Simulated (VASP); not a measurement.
# Br (Ia-3) in VASP: single point with PBE

Aim: the single point of Br with PBE.

Program: VASP 6.6.1. These are calculated values, not measurements. Logs are shortened: lines on timing, memory, paths and dates and some standing lists are left out, and cuts for length are marked.

### 1 The cell of the first run

The typed cell holds 8 atoms: a = 7.140 Å, b = 7.140 Å, c = 7.140 Å, α = 109.47°, β = 109.47°, γ = 109.47°.

### 2 Single point, PBE

File INCAR:

```
ALGO = Normal
EDIFF = 1E-6
ENCUT = 520
GGA = PE
ISIF = 2
ISMEAR = 0
LASPH = T
LCHARG = F
LREAL = F
LWAVE = F
NBANDS = 38
NELM = 100
PREC = Accurate
SIGMA = 0.1
```

File KPOINTS:

```
k-points
0
Gamma
  4 4 4
```

File POSCAR:

```
Br
1.0
   -4.1225383645      4.1225383645      4.1225383645
    4.1225383645     -4.1225383645      4.1225383645
    4.1225383645      4.1225383645     -4.1225383645
Br
8
Direct
    0.2503371799      0.2503371799      0.2503371799
    0.5000000000      0.0000000000      0.2496628201
    0.2496628201      0.5000000000      0.0000000000
    0.0000000000      0.2496628201      0.5000000000
    0.7496628201      0.7496628201      0.7496628201
    0.5000000000      0.0000000000      0.7503371799
    0.7503371799      0.5000000000      0.0000000000
    0.0000000000      0.7503371799      0.5000000000
```

Potentials or basis: VASP PAW PBE potentials, release 64 (Br).

Command:

```
cat potpaw_PBE.64/Br/POTCAR > POTCAR
mpirun -np 1 vasp_std > vasp.out
```

OUTCAR:

```text
EDIFF = 1E-6
   ENCUT = 520
   GGA = PE
   ISIF = 2
   ISMEAR = 0
   LASPH = T
   LREAL = F
   NELM = 100
   PREC = Accurate

 ion  position               nearest neighbor table
   1  0.250  0.250  0.250-
   2  0.500  0.000  0.250-
   3  0.250  0.500  0.000-
   4  0.000  0.250  0.500-
   5  0.750  0.750  0.750-
   6  0.500  0.000  0.750-
   7  0.750  0.500  0.000-
   8  0.000  0.750  0.500-

  LATTYP: Found a body centered cubic cell.
 ALAT       =     8.2450767290

  Lattice vectors:

 A1 = (  -4.1225383645,   4.1225383645,   4.1225383645)
 A2 = (   4.1225383645,  -4.1225383645,   4.1225383645)
 A3 = (   4.1225383645,   4.1225383645,  -4.1225383645)

Analysis of symmetry for initial positions (statically):
=====================================================================
 Subroutine PRICEL returns:
 Original cell was already a primitive cell.

 Routine SETGRP: Setting up the symmetry group for a
 body centered cubic supercell.

 Subroutine GETGRP returns: Found 24 space group operations
 (whereof  6 operations were pure point group operations)
 out of a pool of 48 trial point group operations.

The static configuration has the point symmetry S_6 .
 The point group associated with its full space group is T_h .

Analysis of symmetry for dynamics (positions and initial velocities):
=====================================================================
 Subroutine PRICEL returns:
 Original cell was already a primitive cell.

 Routine SETGRP: Setting up the symmetry group for a
 body centered cubic supercell.

 Subroutine GETGRP returns: Found 24 space group operations
 (whereof  6 operations were pure point group operations)
 out of a pool of 48 trial point group operations.

The dynamic configuration has the point symmetry S_6 .
 The point group associated with its full space group is T_h .

 Subroutine INISYM returns: Found 24 space group operations
 (whereof  6 operations are pure point group operations),
 and found     1 'primitive' translations

----------------------------------------------------------------------------------------

                                     Primitive cell

  volume of cell :     280.2555

  direct lattice vectors                    reciprocal lattice vectors
    -4.122538365  4.122538365  4.122538365     0.000000000  0.121284499  0.121284499
     4.122538365 -4.122538365  4.122538365     0.121284499  0.000000000  0.121284499
     4.122538365  4.122538365 -4.122538365     0.121284499  0.121284499  0.000000000

  length of vectors
     7.140445903  7.140445903  7.140445903     0.171522183  0.171522183  0.171522183

  position of ions in fractional coordinates (direct lattice)
     0.250337180  0.250337180  0.250337180
     0.500000000  0.000000000  0.249662820
     0.249662820  0.500000000  0.000000000
     0.000000000  0.249662820  0.500000000
     0.749662820  0.749662820  0.749662820
     0.500000000  0.000000000  0.750337180
     0.750337180  0.500000000  0.000000000
     0.000000000  0.750337180  0.500000000

  ion indices of the primitive-cell ions
   primitive index   ion index
                 1           1
                 2           2
                 3           3
                 4           4
                 5           5
                 6           6
                 7           7
                 8           8

----------------------------------------------------------------------------------------

 KPOINTS: k-points

Automatic generation of k-mesh.
 Grid dimensions read from file:
 generate k-points for:    4    4    4

 Generating k-lattice:

  Cartesian coordinates                     Fractional coordinates (reciprocal lattice)
     0.000000000  0.030321125  0.030321125     0.250000000  0.000000000  0.000000000
     0.030321125  0.000000000  0.030321125     0.000000000  0.250000000  0.000000000
     0.030321125  0.030321125  0.000000000     0.000000000  0.000000000  0.250000000

  Length of vectors
     0.042880546  0.042880546  0.042880546

  Shift w.r.t. Gamma in fractional coordinates (k-lattice)
     0.000000000  0.000000000  0.000000000

 Subroutine IBZKPT returns following result:
 ===========================================

 Found      8 irreducible k-points:

 Following reciprocal coordinates:
            Coordinates               Weight
  0.000000  0.000000  0.000000      1.000000
  0.250000  0.000000  0.000000     12.000000
  0.500000  0.000000  0.000000      6.000000
  0.250000  0.250000  0.000000     24.000000
  0.250000  0.250000  0.250000      2.000000
 -0.250000  0.250000  0.250000      6.000000
  0.500000  0.500000  0.250000     12.000000
  0.500000  0.500000  0.500000      1.000000
   k-points           NKPTS =      8   k-points in BZ     NKDIM =      8   number of bands    NBANDS=     38
   number of dos      NEDOS =    301   number of ions     NIONS =      8
   total plane-waves  NPLWV = 157464
   dimension x,y,z NGX =    54 NGY =   54 NGZ =   54
   dimension x,y,z NGXF=   108 NGYF=  108 NGZF=  108
   ions per type =               8
   NGX,Y,Z   is equivalent  to a cutoff of  12.57, 12.57, 12.57 a.u.
   NGXF,Y,Z  is equivalent  to a cutoff of  25.14, 25.14, 25.14 a.u.
 SYSTEM =  unknown system
   PREC   = accura    normal or accurate (medium, high low for compatibility)
   ISTART =      0    job   : 0-new  1-cont  2-samecut
   ICHARG =      2    charge: 1-file 2-atom 10-const
   ISPIN  =      1    spin polarized calculation?
   LNONCOLLINEAR =      F non collinear calculations
   LSORBIT =      F    spin-orbit coupling
   LASPH  =      T    aspherical Exc in radial PAW
   ENCUT  =  520.0 eV  38.22 Ry    6.18 a.u.  13.28 13.28 13.28*2*pi/ulx,y,z
   NELM   =    100;   NELMIN=  2; NELMDL= -5     # of ELM steps
   EDIFF  = 0.1E-05   stopping-criterion for ELM
   LREAL  =      F    real-space projection
   EDIFFG = 0.1E-04   stopping-criterion for IOM
   NSW    =      0    number of steps for IOM
   IBRION =     -1    ionic relax: 0-MD 1-quasi-New 2-CG
   NFREE  =      0    steps in history (QN), initial steepest desc. (CG)
   ISIF   =      2    stress and relaxation
   ISYM   =      2    0-nonsym 1-usesym 2-fastsym
   POTIM  = 0.5000    time-step for ionic-motion
   TEBEG  =    0.0;   TEEND  =   0.0 temperature during run
   PSTRESS=    0.0 pullay stress
   NELECT =      56.0000    total number of electrons
   NUPDOWN=      -1.0000    fix difference up-down
   EMIN   =  10.00;   EMAX   =-10.00  energy-range for DOS
   EFERMI =   0.00;   METHOD = LEGACY
   ISMEAR =     0;   SIGMA  =   0.10  broadening in eV -4-tet -1-fermi 0-gaus
   EFERMI_NEDOS =   21; number of points for ismear=-14 and -15
   IALGO  =     38    algorithm
   IMIX   =      4    mixing-type and parameters
     AMIX     =   0.40;   BMIX     =  1.00
     AMIX_MAG =   1.60;   BMIX_MAG =  1.00
  volume/ion in A,a.u.               =      35.03       236.41
  Fermi-wavevector in a.u.,A,eV,Ry     =   0.957090  1.808638 12.463227  0.916021
  Thomas-Fermi vector in A             =   2.086077
   LORBIT       =      0    0 simple, 1 ext, 2 COOP (PROOUT), +10 PAW based schemes
   GGA     = PE    functional components
   LHFCALC =     F    Hartree Fock is set to
   AEXX    =    0.0000 exact exchange contribution
   IVDW    =     0    specifies the selected vdW correction
   LEPSILON=     F    determine dielectric tensor
   LRPA    =     F    only Hartree local field effects (RPA)
 non-spin polarized calculation
 Gauss-broadening in eV      SIGMA  =   0.10
  energy-cutoff  :      520.00
  volume of cell :      280.26
 maximum number of plane-waves:      7635
 NGX is ok and might be reduce to    54
   NGX = 27   NGY = 27   NGZ = 27

 number of electron      56.0000021 magnetization

 Free energy of the ion-electron system (eV)
  ---------------------------------------------------
  ext. energy  EPLUGINS =         0.00000000
  ---------------------------------------------------
  free energy    TOTEN  =        -9.53440872 eV

  energy without entropy =       -9.46602875  energy(sigma->0) =       -9.50021873

 E-fermi :   0.0463     XC(G=0):  -7.7594

 val. band max:        0.0208109474   @ k =   0.2500   0.2500   0.2500
 cond. band min:       0.0725989582   @ k =   0.5000   0.0000   0.0000
 fundamental gap:      0.0517880108
 Fermi energy:         0.0462553995

 k-point     1 :       0.0000    0.0000    0.0000
  band No.  band energies     occupation
      1     -15.4191      2.00000
      2     -15.0661      2.00000
      3     -14.1727      2.00000
      4     -14.1727      2.00000
      5     -14.1727      2.00000
      6     -13.9415      2.00000
[... 30 lines left out ...]
     37       6.9968      0.00000
     38       6.9968      0.00000

 k-point     2 :       0.2500    0.0000    0.0000
  band No.  band energies     occupation
      1     -15.3148      2.00000
      2     -15.0231      2.00000
      3     -14.4908      2.00000
      4     -14.4381      2.00000
      5     -14.1407      2.00000
      6     -13.9773      2.00000
[... 30 lines left out ...]
     37       7.3390      0.00000
     38       7.3568      0.00000

 k-point     3 :       0.5000    0.0000    0.0000
  band No.  band energies     occupation
      1     -15.0643      2.00000
      2     -15.0643      2.00000
      3     -14.6822      2.00000
      4     -14.6822      2.00000
      5     -14.0609      2.00000
      6     -14.0609      2.00000
[... 30 lines left out ...]
     37       7.9260      0.00000
[... 125 lines left out ...]
 k-point     7 :       0.5000    0.5000    0.2500
  band No.  band energies     occupation
      1     -14.9669      2.00000
      2     -14.9667      2.00000
      3     -14.6904      2.00000
      4     -14.6883      2.00000
      5     -14.3238      2.00000
      6     -14.3233      2.00000
[... 30 lines left out ...]
     37       7.9186      0.00000
     38       7.9191      0.00000

 k-point     8 :       0.5000    0.5000    0.5000
  band No.  band energies     occupation
      1     -14.6979      2.00000
      2     -14.6979      2.00000
      3     -14.6979      2.00000
      4     -14.6949      2.00000
      5     -14.6949      2.00000
      6     -14.6949      2.00000
[... 30 lines left out ...]
     37       8.0062      0.00000
     38       8.0062      0.00000

------------------------ aborting loop because EDIFF is reached ----------------------------------------

  FORCE on cell =-STRESS in cart. coord.  units (eV):
  Direction    XX          YY          ZZ          XY          YZ          ZX
  --------------------------------------------------------------------------------------
  -------------------------------------------------------------------------------------
  Total        0.0640826      0.0640826      0.0640826      0.0000000     -0.0000000     -0.0000000
  in kB        0.3663502      0.3663502      0.3663502      0.0000000     -0.0000000     -0.0000000
  external PRESSURE =       0.3663502 kB  Pullay stress =       0.0000000 kB

 VOLUME and BASIS-vectors are now :
 -----------------------------------------------------------------------------
  energy-cutoff  :      520.00
  volume of cell :      280.26
      direct lattice vectors                 reciprocal lattice vectors
    -4.122538365  4.122538365  4.122538365     0.000000000  0.121284499  0.121284499
     4.122538365 -4.122538365  4.122538365     0.121284499  0.000000000  0.121284499
     4.122538365  4.122538365 -4.122538365     0.121284499  0.121284499  0.000000000

 POSITION                                       TOTAL-FORCE (eV/Angst)
 -----------------------------------------------------------------------------------
      1.03202      1.03202      1.03202        -0.005686     -0.005686     -0.005686
     -1.03202      3.09051      1.03202         0.005686      0.005686     -0.005686
      1.03202     -1.03202      3.09051        -0.005686      0.005686      0.005686
      3.09051      1.03202     -1.03202         0.005686     -0.005686      0.005686
      3.09051      3.09051      3.09051         0.005686      0.005686      0.005686
      1.03202      5.15456     -1.03202        -0.005686     -0.005686      0.005686
     -1.03202      1.03202      5.15456         0.005686     -0.005686     -0.005686
      5.15456     -1.03202      1.03202        -0.005686      0.005686     -0.005686
 -----------------------------------------------------------------------------------
    total drift:                                0.000000      0.000000     -0.000000

  FREE ENERGIE OF THE ION-ELECTRON SYSTEM (eV)
  ---------------------------------------------------
  free  energy   TOTEN  =        -9.5344087153 eV

  energy  without entropy=       -9.4660287494  energy(sigma->0) =       -9.50021873
```

It took 80 s on 1 thread of Intel Xeon 6975P-C (Granite Rapids), shared host; peak memory 0.38 GiB.

What came out:

| Item | Value |
| --- | --- |
| Free energy | -9.5344 eV |
| Pressure | 0.0 GPa |
| Largest force | 0.010 eV/Å |
| Band gap on the k mesh | zero (band 28 reaches 0.32 eV, above the bottom of band 29 at 0.02 eV) |

Forces in eV/Å, atoms in the order of the input:
```
Br  -0.006 -0.006 -0.006
Br   0.006  0.006 -0.006
Br  -0.006  0.006  0.006
Br   0.006 -0.006  0.006
Br   0.006  0.006  0.006
Br  -0.006 -0.006  0.006
Br   0.006 -0.006 -0.006
Br  -0.006  0.006 -0.006
```
